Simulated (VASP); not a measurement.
Here is a VASP 6.6.1 calculation.

Contents of INCAR:

```
SYSTEM = Cd
PREC = Accurate
ENCUT = 520
EDIFF = 1E-6
ISMEAR = -1
SIGMA = 0.1
LREAL = .False.
LASPH = .True.
NELM = 80
ALGO = Normal
ISIF = 2
LWAVE = .False.
LCHARG = .False.
GGA = RP
NBANDS = 12
```

KPOINTS

```
regular mesh
0
Gamma
  13 13 13
  0 0 0
```

Contents of POSCAR:

```
Cd
1.0
    0.0000000000      2.3333434000      2.3333434000
    2.3333434000      0.0000000000      2.3333434000
    2.3333434000      2.3333434000      0.0000000000
Cd
1
Direct
    0.0000000000      0.0000000000      0.0000000000
```

Potentials or basis: VASP PAW PBE potentials, release 64 (Cd).

The run is started by

```sh
$ cat potpaw_PBE.64/Cd/POTCAR > POTCAR
$ mpirun -np 1 vasp_std > vasp.out
```

Problem. Estimate the band gap on the k mesh.

Solution. Zero (band 6 reaches 3.12 eV, above the bottom of band 7 at 0.80 eV).

Problem. What does it give for the pressure?

Solution. -1.0 GPa.

Caveat: the PAW data sets were made with another functional, which shifts forces and pressure a little.
